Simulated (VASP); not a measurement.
Input of a VASP 6.6.1 run:

The input INCAR:

```
ALGO = Normal ; EDIFF = 1E-6
EDIFFG = -0.005 ; ENCUT = 600
GGA = CA ; IBRION = 2
ISIF = 3 ; ISMEAR = -1
LASPH = True ; LCHARG = False
LREAL = False ; LWAVE = False
NELM = 100 ; NSW = 32
PREC = Accurate ; PSTRESS = 110.0
SIGMA = 0.1
```

File KPOINTS:

```
k-points
0
Gamma
  13 13 13
```

The input POSCAR:

```
Rb
1.0
    0.0000000000      2.5593600116      2.5593600116
    2.5593600116      0.0000000000      2.5593600116
    2.5593600116      2.5593600116      0.0000000000
Rb
1
Direct
    0.0000000000      0.0000000000      0.0000000000
```

Potentials or basis: VASP PAW LDA potentials, release 64 (Rb_sv).

The run is started by

```sh
$ cat potpaw_LDA.64/Rb_sv/POTCAR > POTCAR
$ mpirun -np 1 vasp_std > vasp.out
```

(1) Estimate the relaxed cell.

(2) Predict the band gap on the k mesh.

(3) Predict the relaxed volume.

Answers

(1) a = 3.621 Å, b = 3.621 Å, c = 3.621 Å, α = 60.00°, β = 60.00°, γ = 60.00°.

(2) zero (an odd number of electrons rules out a gap without spin polarisation).

(3) 33.58 Å³/atom.

Caveat: the cell is relaxed towards a set pressure, so the run minimises the enthalpy, not the energy.
